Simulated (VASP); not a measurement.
Write the native input for VASP 6.6.1 that does the following.

| Quantity | Value |
| --- | --- |
| Task | single point |
| Functional | PBEsol |
| Potentials or basis | VASP PAW PBE potentials, release 64 (Cu) |
| Cutoff | 520 eV |
| k mesh | 17 × 17 × 3 |
| Occupations | gaussian, width 0.15 eV |
| Spin | no spin polarisation |
| Dipole correction | no |
| Further INCAR settings | ALGO = Fast; EDIFF = 1e-06; NBANDS = 54 |

The structure of Cu lies in POSCAR:

```
Cu
1.0
   -2.5195435222      0.0000000000      0.0000000000
   -1.2597717611     -2.1819886961      0.0000000000
    0.0000000000      0.0000000000     16.8659939893
Cu
8
Direct
    0.0000000000      0.0000000000      0.9152659117
    0.0000000000      0.0000000000      0.4271240921
    0.3333333333      0.3333333333      0.0610177274
    0.3333333333      0.3333333333      0.5491595470
    1.0000000000      1.0000000000      0.1830531823
    1.0000000000      1.0000000000      0.6711950019
    0.6666666667      0.6666666667      0.3050886372
    0.6666666667      0.6666666667      0.7932304568
```

The input as run:

INCAR

```
SYSTEM = Cu
PREC = Accurate ; ENCUT = 520
EDIFF = 1E-6 ; ISMEAR = 0
SIGMA = 0.15 ; LREAL = .False.
LASPH = .True. ; NELM = 60
ALGO = Fast ; ISIF = 2
LWAVE = .False. ; LCHARG = .True.
GGA = PS ; LELF = .True.
LVHAR = .True. ; NBANDS = 54
```

KPOINTS

```
Automatic mesh
0
Gamma
  17 17 3
  0 0 0
```

Potentials or basis: VASP PAW PBE potentials, release 64 (Cu).

Command:

```console
$ cat potpaw_PBE.64/Cu/POTCAR > POTCAR
$ mpirun -np 1 vasp_std > vasp.out
```

Results of the run:

The pressure is -1.6 GPa. The largest force is 0.774 eV/Å and the band gap on the k mesh is zero (bands 44 and 45 overlap by 4.91 eV).

Caveat: the PAW data sets were made with another functional, which shifts forces and pressure a little.

It took 11 min on 1 thread of Intel Xeon 8259CL, on a shared host, peak memory 0.43 GiB.
